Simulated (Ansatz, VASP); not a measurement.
**One calculation of BaTiO3, two programs**

```
Ba Ti O
1.0
     3.94574    0.00000    0.00000
     0.00000    3.94574    0.00000
     0.00000    0.00000    3.96370
Ba Ti O
1 1 3
Direct
  0.00000 0.00000 0.00000
  0.50000 0.50000 0.49000
  0.00000 0.50000 0.51700
  0.50000 0.00000 0.51700
  0.50000 0.50000 0.01900
```

Alike in both runs: task single point; functional revPBE; dispersion D3(BJ); k mesh 7 × 7 × 7; occupations fermi-dirac, width 0.05 eV; no spin polarisation.

|  | VASP | Ansatz |
| --- | --- | --- |
| version | VASP 6.6.1 | Ansatz 0.2.0 |
| potentials or method | VASP PAW PBE potentials, release 64 (Ba_sv, Ti_sv, O) | Ansatz PAW |
| plane-wave cutoff (eV) | 520 | 420 |
| valence electrons in the cell | 40 | 40 |

```tsv
	VASP	Ansatz	Ansatz less VASP
gap on the k mesh at the Fermi level (eV)	1.98	2.05	+0.070
least direct gap on the mesh (eV)	2.14	2.17	+0.027
pressure (GPa)	8.5	6.5	-2.06
traceless stress, the component that is largest in VASP (GPa)	0.73	0.70	-0.025
rms of the force components (eV/Å)	0.052	0.041	-0.0115
```

VASP's potentials were made for PBE, not for revPBE. Atom by atom the forces differ by 0.015 eV/Å (rms over components).

Spin-orbit coupling is off throughout. Noted on Ansatz's run: odd divisions of the mesh miss points on the zone boundary, where band edges often lie, so the gap on the mesh can be too wide.
